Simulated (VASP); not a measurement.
A run of VASP 6.6.1 is set up as follows.

The input INCAR:

```
SYSTEM = TiTe2
PREC     = Accurate       ! precision mode
ENCUT    = 600            ! plane-wave cutoff, eV
EDIFF    = 1E-6           ! SCF threshold, eV
ISMEAR   = 0              ! smearing method
SIGMA    = 0.1            ! smearing width, eV
LREAL    = .False.        ! projectors in reciprocal space
LASPH    = .True.         ! aspherical terms in the spheres
NELM     = 80             ! most SCF steps
ALGO     = Normal         ! electronic algorithm
ISIF     = 3              ! what is computed and relaxed
LWAVE    = .False.        ! write WAVECAR
LCHARG   = .False.        ! write CHGCAR
GGA      = PE             ! functional
IBRION   = 2              ! ionic algorithm
NSW      = 100            ! ionic steps
EDIFFG   = -0.01          ! ionic threshold
```

The input KPOINTS:

```
Automatic mesh
0
Gamma
  15 15 8
  0 0 0
```

File POSCAR:

```
TiTe2
1.0
    3.8242092100      0.0000000000      0.0000000000
   -1.9121046100      3.3118622300      0.0000000000
    0.0000000000      0.0000000000      6.7182521800
Ti Te
1 2
Direct
    0.0000000000      0.0000000000      0.0000000000
    0.6666666900      0.3333333400      0.7498315000
    0.3333333400      0.6666666900      0.2501685000
```

Potentials or basis: VASP PAW PBE potentials, release 64 (Ti_sv, Te).

Launch:

```bash
$ cat potpaw_PBE.64/Ti_sv/POTCAR potpaw_PBE.64/Te/POTCAR > POTCAR
$ mpirun -np 1 vasp_std > vasp.out
```

Q: What does it give for the band gap on the k mesh?

A: Zero (band 12 reaches 6.65 eV, above the bottom of band 13 at 6.01 eV).

Q: Predict the relaxed cell.

A: a = 3.769 Å, b = 3.769 Å, c = 6.844 Å, α = 90.00°, β = 90.00°, γ = 120.00°.

Q: Estimate the relaxed volume.

A: 28.07 Å³/atom.

Forces on the atoms (eV/Å):
```
Ti   0.000  0.000  0.000
Te   0.000  0.000  0.005
Te   0.000  0.000 -0.005
```

Caveat: spin-orbit coupling is left out, which moves the levels of the heavy elements; this functional lacks dispersion, which binds the layers, so the pressure and a relaxed spacing across them are unreliable.
